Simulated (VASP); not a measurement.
# AlNi3 (P1) in VASP: a series of runs

The runs below take AlNi3 through single point, with PBEsol.

Everything below comes from runs of VASP 6.6.1. Logs are shortened: lines on timing, memory, paths and dates and some standing lists are left out, and cuts for length are marked.

### 1 The cell of the first run

The typed cell holds 4 atoms: a = 3.967 Å, b = 3.965 Å, c = 3.981 Å, α = 59.99°, β = 59.81°, γ = 59.86°.

### 2 Single point, PBEsol

Contents of INCAR:

```
SYSTEM = AlNi3
PREC     = Accurate       ! precision mode
ENCUT    = 520            ! plane-wave cutoff, eV
EDIFF    = 1E-7           ! SCF threshold, eV
ISMEAR   = 0              ! smearing method
SIGMA    = 0.1            ! smearing width, eV
LREAL    = .FALSE.        ! projectors in reciprocal space
LASPH    = .TRUE.         ! aspherical terms in the spheres
NELM     = 60             ! most SCF steps
ALGO     = Fast           ! electronic algorithm
ISIF     = 2              ! what is computed and relaxed
LWAVE    = .FALSE.        ! write WAVECAR
LCHARG   = .FALSE.        ! write CHGCAR
GGA      = PS             ! functional
NBANDS   = 24             ! bands
```

Contents of KPOINTS:

```
regular mesh
0
G
  4 4 4
  0 0 0
```

Contents of POSCAR:

```
AlNi3
1.0
    0.0091803197      2.8086990902      2.8014686452
    2.8035150590      0.0061289969      2.8045199680
    2.8105818206      2.8188171747     -0.0009377647
Al Ni
1 3
Direct
    0.5179937806      0.4754529908      0.4812022906
    0.2347094222      0.2129657574      0.2359009799
    0.0527018359     -0.0376585175      0.0301498793
    0.7728995969      0.7206613382      0.8016672262
```

Potentials or basis: VASP PAW PBE potentials, release 64 (Al, Ni).

Started as:

```console
$ cat potpaw_PBE.64/Al/POTCAR potpaw_PBE.64/Ni/POTCAR > POTCAR
$ mpirun -np 1 vasp_std > vasp.out
```

OUTCAR:

```text
SYSTEM = AlNi3
   PREC = Accurate
   ENCUT = 520
   EDIFF = 1E-7
   ISMEAR = 0
   LREAL = .FALSE.
   LASPH = .TRUE.
   NELM = 60
   ISIF = 2
   GGA = PS

 ion  position               nearest neighbor table
   1  0.518  0.475  0.481-   4 2.21   2 2.32   2 2.39   4 2.42   2 2.45   4 2.46   2 2.57   3 2.58
                             4 2.67   3 2.71   3 2.76   3 2.88   3 2.91   3 3.05
   2  0.235  0.213  0.236-   3 2.08   1 2.32   1 2.39   1 2.45   3 2.46   4 2.53   1 2.57   3 2.61
                             4 2.61   3 2.66   4 2.70   4 2.95   4 3.03
   3  0.053  0.962  0.030-   2 2.08   4 2.33   4 2.44   2 2.46   4 2.46   4 2.51   1 2.58   2 2.61
                             2 2.66   1 2.71   1 2.76   1 2.88   1 2.91   1 3.05
   4  0.773  0.721  0.802-   1 2.21   3 2.33   1 2.42   3 2.44   3 2.46   1 2.46   3 2.51   2 2.53
                             2 2.61   1 2.67   2 2.70   2 2.95   2 3.03

  LATTYP: Found a triclinic cell.
 ALAT       =     3.9670015664
 B/A-ratio  =     0.9996175526
 C/A-ratio  =     0.9988661435
 COS(alpha) =     0.0003545688
 COS(beta)  =     0.4959977987
 COS(gamma) =     0.5021730876

  Lattice vectors:

 A1 = (  -0.0091803197,  -2.8086990902,  -2.8014686452)
 A2 = (  -2.8035150590,  -0.0061289969,  -2.8045199680)
 A3 = (   2.8014015009,   0.0101180845,  -2.8024064099)

Analysis of symmetry for initial positions (statically):
=====================================================================
 Subroutine PRICEL returns:
 Original cell was already a primitive cell.

 Routine SETGRP: Setting up the symmetry group for a
 triclinic supercell.

 Subroutine GETGRP returns: Found  1 space group operations
 (whereof  1 operations were pure point group operations)
 out of a pool of  2 trial point group operations.

The static configuration has the point symmetry C_1 .

Analysis of symmetry for dynamics (positions and initial velocities):
=====================================================================
 Subroutine PRICEL returns:
 Original cell was already a primitive cell.

 Routine SETGRP: Setting up the symmetry group for a
 triclinic supercell.

 Subroutine GETGRP returns: Found  1 space group operations
 (whereof  1 operations were pure point group operations)
 out of a pool of  2 trial point group operations.

The dynamic configuration has the point symmetry C_1 .

 Subroutine INISYM returns: Found  1 space group operations
 (whereof  1 operations are pure point group operations),
[... 94 lines left out ...]
   ISPIN  =      1    spin polarized calculation?
   LNONCOLLINEAR =      F non collinear calculations
   LSORBIT =      F    spin-orbit coupling
   LASPH  =      T    aspherical Exc in radial PAW
   ENCUT  =  520.0 eV  38.22 Ry    6.18 a.u.   7.38  7.37  7.40*2*pi/ulx,y,z
   NELM   =     60;   NELMIN=  2; NELMDL= -5     # of ELM steps
   EDIFF  = 0.1E-06   stopping-criterion for ELM
   LREAL  =      F    real-space projection
   EDIFFG = 0.1E-05   stopping-criterion for IOM
   NSW    =      0    number of steps for IOM
   IBRION =     -1    ionic relax: 0-MD 1-quasi-New 2-CG
   NFREE  =      0    steps in history (QN), initial steepest desc. (CG)
   ISIF   =      2    stress and relaxation
   ISYM   =      2    0-nonsym 1-usesym 2-fastsym
   POTIM  = 0.5000    time-step for ionic-motion
   TEBEG  =    0.0;   TEEND  =   0.0 temperature during run
   PSTRESS=    0.0 pullay stress
   NELECT =      33.0000    total number of electrons
   NUPDOWN=      -1.0000    fix difference up-down
   EMIN   =  10.00;   EMAX   =-10.00  energy-range for DOS
   EFERMI =   0.00;   METHOD = LEGACY
   ISMEAR =     0;   SIGMA  =   0.10  broadening in eV -4-tet -1-fermi 0-gaus
   EFERMI_NEDOS =   21; number of points for ismear=-14 and -15
   IALGO  =     68    algorithm
   IMIX   =      4    mixing-type and parameters
     AMIX     =   0.40;   BMIX     =  1.00
     AMIX_MAG =   1.60;   BMIX_MAG =  1.00
  volume/ion in A,a.u.               =      11.04        74.51
  Fermi-wavevector in a.u.,A,eV,Ry     =   1.485553  2.807289 30.026276  2.206869
  Thomas-Fermi vector in A             =   2.598951
   LORBIT       =      0    0 simple, 1 ext, 2 COOP (PROOUT), +10 PAW based schemes
   GGA     = PS    functional components
   LHFCALC =     F    Hartree Fock is set to
   AEXX    =    0.0000 exact exchange contribution
   IVDW    =     0    specifies the selected vdW correction
   LEPSILON=     F    determine dielectric tensor
   LRPA    =     F    only Hartree local field effects (RPA)
 non-spin polarized calculation
 RMM-DIIS sequential band-by-band and
 Gauss-broadening in eV      SIGMA  =   0.10
  energy-cutoff  :      520.00
  volume of cell :       44.16
 maximum number of plane-waves:      1243
 NGX is ok and might be reduce to    30
   NGX = 15   NGY = 15   NGZ = 15

 number of electron      33.0000005 magnetization

 Free energy of the ion-electron system (eV)
  ---------------------------------------------------
  ext. energy  EPLUGINS =         0.00000000
  ---------------------------------------------------
  free energy    TOTEN  =       -23.36928142 eV

  energy without entropy =      -23.34766765  energy(sigma->0) =      -23.35847454

 E-fermi :   9.7104     XC(G=0): -12.9083

 val. band max:        9.6924782044   @ k =  -0.2500  -0.2500   0.2500
 cond. band min:       9.7243930847   @ k =  -0.2500   0.2500   0.5000
 fundamental gap:      0.0319148803
 Fermi energy:         9.7103907170

 k-point     1 :       0.0000    0.0000    0.0000
  band No.  band energies     occupation
      1      -0.4287      2.00000
      2       5.8014      2.00000
      3       5.9381      2.00000
      4       6.2362      2.00000
      5       6.3760      2.00000
      6       6.4334      2.00000
[... 637 lines left out ...]
     23      18.8375      0.00000
     24      21.6475      0.00000

 [... further k-points ...]
[... 5 lines left out ...]
  --------------------------------------------------------------------------------------
  -------------------------------------------------------------------------------------
  Total        2.3075790      2.1413236      2.0515191      1.0722165      1.2153858      0.7488782
  in kB       83.7131257     77.6818015     74.4239199     38.8973007     44.0911193     27.1674054
  external PRESSURE =      78.6062824 kB  Pullay stress =       0.0000000 kB

 VOLUME and BASIS-vectors are now :
 -----------------------------------------------------------------------------
  energy-cutoff  :      520.00
  volume of cell :       44.16
      direct lattice vectors                 reciprocal lattice vectors
     0.009180320  2.808699090  2.801468645    -0.178999642  0.178536081  0.178545330
     2.803515059  0.006128997  2.804519968     0.178864398 -0.178282565  0.178156571
     2.810581821  2.818817175 -0.000937765     0.177968219  0.177251142 -0.178291814

 POSITION                                       TOTAL-FORCE (eV/Angst)
 -----------------------------------------------------------------------------------
      2.69015      2.81422      2.78411         1.005808      0.984190     -0.954239
      1.26223      1.32550      1.25458         1.743787      2.282111      2.253000
      2.78316      0.23891      2.84652        -1.510054     -2.392939     -2.053408
      4.28063      4.43501      4.18561        -1.239541     -0.873362      0.754647
 -----------------------------------------------------------------------------------
    total drift:                                0.000211     -0.000199     -0.000254

  FREE ENERGIE OF THE ION-ELECTRON SYSTEM (eV)
  ---------------------------------------------------
  free  energy   TOTEN  =       -23.3692814215 eV

  energy  without entropy=      -23.3476676494  energy(sigma->0) =      -23.35847454
```

OSZICAR:

```text
N       E                     dE             d eps       ncg     rms          rms(c)
DAV:   1     0.184793016042E+03    0.18479E+03   -0.13915E+04  1728   0.176E+03
DAV:   2    -0.184629343792E+02   -0.20326E+03   -0.19118E+03  1736   0.322E+02
[... 11 lines left out ...]
RMM:  14    -0.233692800472E+02   -0.21727E-04   -0.40292E-04  2230   0.168E-01    0.450E-02
RMM:  15    -0.233692744787E+02    0.55685E-05   -0.14004E-04  2045   0.111E-01    0.119E-02
RMM:  16    -0.233692810051E+02   -0.65264E-05   -0.70885E-05  2636   0.486E-02    0.910E-03
RMM:  17    -0.233692814924E+02   -0.48731E-06   -0.44500E-06  2521   0.129E-02    0.127E-02
RMM:  18    -0.233692813683E+02    0.12408E-06   -0.68039E-07  1909   0.690E-03    0.573E-03
RMM:  19    -0.233692814215E+02   -0.53109E-07   -0.33614E-07  1428   0.357E-03
   1 F= -.23369281E+02 E0= -.23358475E+02  d E =-.216138E-01
```

Run time: 60 s. Hardware: 1 thread of Intel Xeon 6975P-C (Granite Rapids), shared host; peak memory 0.18 GiB.

What came out:

- Free energy: -23.3693 eV
- Pressure: 7.9 GPa
- Largest force: 3.650 eV/Å
- Band gap on the k mesh: zero (an odd number of electrons rules out a gap without spin polarisation)

Forces on the atoms (eV/Å):
```
Al   1.006  0.984 -0.954
Ni   1.744  2.282  2.253
Ni  -1.510 -2.393 -2.053
Ni  -1.240 -0.873  0.755
```

Stress tensor (GPa, compression positive):
```
8.37 3.89 2.72
3.89 7.77 4.41
2.72 4.41 7.44
```

Levels at points of the mesh, in eV from the Fermi level:
| k point | band 13 | band 14 | band 15 | band 16 | band 17 | band 18 | band 19 | band 20 |
| --- | --- | --- | --- | --- | --- | --- | --- | --- |
| (0.00, 0.00, 0.00) | -0.79 | -0.58 | -0.49 | -0.47 | 5.18 | 5.33 | 5.56 | 5.92 |
| (0.50, 0.00, 0.00) | -0.95 | -0.54 | -0.47 | -0.43 | -0.10 | 3.58 | 3.93 | 5.16 |
| (0.00, 0.50, 0.00) | -0.83 | -0.55 | -0.48 | -0.32 | -0.04 | 3.45 | 4.02 | 5.19 |
| (0.50, 0.50, 0.00) | -0.82 | -0.64 | -0.60 | -0.47 | -0.31 | -0.09 | 0.29 | 4.05 |
| (0.00, 0.00, 0.50) | -0.99 | -0.56 | -0.53 | -0.49 | -0.20 | 3.83 | 4.00 | 5.06 |
| (0.50, 0.00, 0.50) | -0.83 | -0.72 | -0.61 | -0.57 | -0.35 | -0.17 | 0.18 | 4.24 |
| (0.00, 0.50, 0.50) | -0.84 | -0.68 | -0.61 | -0.32 | -0.22 | -0.07 | 0.22 | 4.11 |
| (0.50, 0.50, 0.50) | -0.56 | -0.55 | -0.33 | -0.14 | 0.09 | 3.79 | 4.27 | 4.95 |

Caveat: the k points lie up to 0.49 Å⁻¹ apart, too coarse for converged energies and pressures of a metal; the PAW data sets were made with another functional, which shifts forces and pressure a little. Spin polarisation is off, so any magnetic state and its effect on volume and gap are missing.

### 3 Single point, PBEsol

Contents of INCAR:

```
PREC = Accurate
ENCUT = 520
EDIFF = 1E-6
ISMEAR = 0
SIGMA = 0.1
LREAL = False
LASPH = True
NELM = 60
ALGO = Normal
ISIF = 2
LWAVE = False
LCHARG = False
GGA = PS
NBANDS = 24
```

Contents of KPOINTS:

```
regular mesh
0
Gamma
  6 6 6
```

POSCAR is that of step 2.

Potentials or basis: VASP PAW PBE potentials, release 64 (Al, Ni).

Started as:

```console
$ cat potpaw_PBE.64/Al/POTCAR potpaw_PBE.64/Ni/POTCAR > POTCAR
$ mpirun -np 1 vasp_std > vasp.out
```

Wall time 2.7 min (1 thread of Intel Xeon 6975P-C (Granite Rapids), shared host); peak memory 0.24 GiB.

Results (log left out):

- Free energy: -23.3466 eV
- Pressure: 8.1 GPa
- Largest force: 3.692 eV/Å
- Band gap on the k mesh: zero (an odd number of electrons rules out a gap without spin polarisation)

Forces in eV/Å, atoms in the order of the input:
```
Al   0.992  0.959 -0.960
Ni   1.781  2.296  2.278
Ni  -1.522 -2.372 -2.057
Ni  -1.250 -0.883  0.738
```

Stress tensor (GPa, compression positive):
```
8.64 4.14 2.87
4.14 8.05 4.57
2.87 4.57 7.54
```

Levels at points of the mesh, in eV from the Fermi level:
| k point | band 14 | band 15 | band 16 | band 17 | band 18 | band 19 |
| --- | --- | --- | --- | --- | --- | --- |
| (0.00, 0.00, 0.00) | -0.64 | -0.55 | -0.52 | 5.12 | 5.26 | 5.50 |
| (0.50, 0.00, 0.00) | -0.59 | -0.53 | -0.49 | -0.16 | 3.52 | 3.88 |
| (0.00, 0.50, 0.00) | -0.61 | -0.54 | -0.37 | -0.09 | 3.39 | 3.96 |
| (0.50, 0.50, 0.00) | -0.70 | -0.66 | -0.53 | -0.36 | -0.14 | 0.24 |
| (0.00, 0.00, 0.50) | -0.61 | -0.58 | -0.55 | -0.26 | 3.77 | 3.94 |
| (0.50, 0.00, 0.50) | -0.78 | -0.67 | -0.63 | -0.40 | -0.22 | 0.13 |
| (0.00, 0.50, 0.50) | -0.74 | -0.68 | -0.39 | -0.27 | -0.12 | 0.18 |
| (0.50, 0.50, 0.50) | -0.61 | -0.38 | -0.19 | 0.05 | 3.73 | 4.20 |

Caveat: the cell stands under pressure; the PAW data sets were made with another functional, which shifts forces and pressure a little. Spin polarisation is off, so any magnetic state and its effect on volume and gap are missing.

### 4 Single point, PBEsol (atoms moved at random and the cell strained at random)

Contents of INCAR:

```
SYSTEM = AlNi3
  ALGO = Fast
  EDIFF = 1E-7
  ENCUT = 520
  GGA = PS
  ISIF = 2
  ISMEAR = 0
  LASPH = .True.
  LCHARG = .True.
  LELF = .True.
  LREAL = .False.
  LVHAR = .True.
  LWAVE = .False.
  NBANDS = 24
  NELM = 100
  PREC = Accurate
  SIGMA = 0.1
```

Contents of KPOINTS:

```
k-points
0
Gamma
  10 10 10
  0 0 0
```

POSCAR is that of step 3.

Started as:

```console
$ cat potpaw_PBE.64/Al/POTCAR potpaw_PBE.64/Ni/POTCAR > POTCAR
$ mpirun -np 1 vasp_std > vasp.out
```

Wall time 13 min (1 thread of Intel Xeon 6975P-C (Granite Rapids), shared host); peak memory 0.53 GiB.

Results (log left out):

- Free energy: -23.3399 eV
- Pressure: 8.0 GPa
- Largest force: 3.626 eV/Å
- Band gap on the k mesh: zero (an odd number of electrons rules out a gap without spin polarisation)

Forces on the atoms (eV/Å):
```
Al   0.999  0.964 -0.960
Ni   1.733  2.260  2.245
Ni  -1.510 -2.364 -2.049
Ni  -1.222 -0.860  0.764
```

Stress tensor (GPa, compression positive):
```
8.58 4.03 2.80
4.03 8.03 4.52
2.80 4.52 7.47
```

Levels at points of the mesh, in eV from the Fermi level:
| k point | band 14 | band 15 | band 16 | band 17 | band 18 | band 19 |
| --- | --- | --- | --- | --- | --- | --- |
| (0.00, 0.00, 0.00) | -0.64 | -0.55 | -0.52 | 5.12 | 5.27 | 5.51 |
| (0.50, 0.00, 0.00) | -0.59 | -0.53 | -0.49 | -0.16 | 3.53 | 3.88 |
| (0.00, 0.50, 0.00) | -0.61 | -0.54 | -0.37 | -0.09 | 3.40 | 3.96 |
| (0.50, 0.50, 0.00) | -0.70 | -0.66 | -0.53 | -0.36 | -0.14 | 0.24 |
| (0.00, 0.00, 0.50) | -0.61 | -0.58 | -0.55 | -0.26 | 3.77 | 3.94 |
| (0.50, 0.00, 0.50) | -0.78 | -0.67 | -0.63 | -0.40 | -0.22 | 0.13 |
| (0.00, 0.50, 0.50) | -0.74 | -0.68 | -0.39 | -0.27 | -0.12 | 0.17 |
| (0.50, 0.50, 0.50) | -0.61 | -0.38 | -0.19 | 0.04 | 3.74 | 4.21 |

Caveat: the cell differs from its parent crystal (atoms moved at random and the cell strained at random); the cell stands under pressure; the PAW data sets were made with another functional, which shifts forces and pressure a little.

### 5 Single point, PBEsol

Contents of INCAR:

```
PREC = Accurate
ENCUT = 520
EDIFF = 1E-7
ISMEAR = 0
SIGMA = 0.1
LREAL = F
LASPH = T
NELM = 80
ALGO = Fast
ISIF = 2
LWAVE = F
LCHARG = F
GGA = PS
NBANDS = 24
```

Contents of KPOINTS:

```
Automatic mesh
0
Gamma
  10 10 10
```

POSCAR is that of step 4.

Started as:

```console
$ cat potpaw_PBE.64/Al/POTCAR potpaw_PBE.64/Ni/POTCAR > POTCAR
$ mpirun -np 1 vasp_std > vasp.out
```

It took 15 min on 1 thread of Intel Xeon 6975P-C (Granite Rapids), shared host; peak memory 0.53 GiB.

The run converged. Its results:

```
Free energy            : -23.3399 eV
Pressure               : 8.0 GPa
Largest force          : 3.626 eV/Å
Band gap on the k mesh : zero (an odd number of electrons rules out a gap without spin polarisation)
```

Forces on the atoms (eV/Å):
```
Al   0.999  0.964 -0.960
Ni   1.733  2.260  2.245
Ni  -1.510 -2.364 -2.049
Ni  -1.222 -0.860  0.764
```

Stress tensor (GPa, compression positive):
```
8.58 4.03 2.80
4.03 8.03 4.52
2.80 4.52 7.47
```

Levels at points of the mesh, in eV from the Fermi level:
```csv
k point,band 12,band 13,band 14,band 15,band 16,band 17,band 18,band 19,band 20,band 21
"(0.00, 0.00, 0.00)",-0.87,-0.84,-0.64,-0.55,-0.52,5.12,5.27,5.51,5.86,6.03
"(0.50, 0.00, 0.00)",-1.50,-1.01,-0.59,-0.53,-0.49,-0.16,3.53,3.88,5.10,5.17
"(0.00, 0.50, 0.00)",-1.45,-0.89,-0.61,-0.54,-0.37,-0.09,3.40,3.96,5.13,5.30
"(0.50, 0.50, 0.00)",-1.15,-0.88,-0.70,-0.66,-0.53,-0.36,-0.14,0.24,3.99,4.52
"(0.00, 0.00, 0.50)",-1.57,-1.05,-0.61,-0.58,-0.55,-0.26,3.77,3.94,5.01,5.24
"(0.50, 0.00, 0.50)",-1.06,-0.88,-0.78,-0.67,-0.63,-0.40,-0.22,0.13,4.18,4.59
"(0.00, 0.50, 0.50)",-1.12,-0.90,-0.74,-0.68,-0.39,-0.27,-0.12,0.17,4.06,4.47
"(0.50, 0.50, 0.50)",-1.39,-0.63,-0.61,-0.38,-0.19,0.04,3.74,4.21,4.89,5.24
```

Caveat: the cell stands under pressure; the PAW data sets were made with another functional, which shifts forces and pressure a little. Spin polarisation is off, so any magnetic state and its effect on volume and gap are missing.

### 6 The runs side by side

```tsv
k mesh	gap on the mesh (eV)	pressure (GPa)	largest force (eV/Å)
4 × 4 × 4	none	7.9	3.65
6 × 6 × 6	none	8.1	3.69
10 × 10 × 10	none	8.0	3.63
```

Alike in all rows: task single point; level PBEsol; potentials or basis VASP PAW PBE potentials, release 64 (Al, Ni); no spin polarisation; cell as given; cutoff (eV) 520; smearing gaussian 0.1 eV.

Caveats: some runs use coarse meshes; the PAW data sets were made with another functional, which shifts forces and pressure a little; the cell stands under pressure (at least some runs).

Absolute energies hang on the potentials; compare differences alone.

The gap in the log of VASP goes by the Fermi energy; the results here count the filled bands.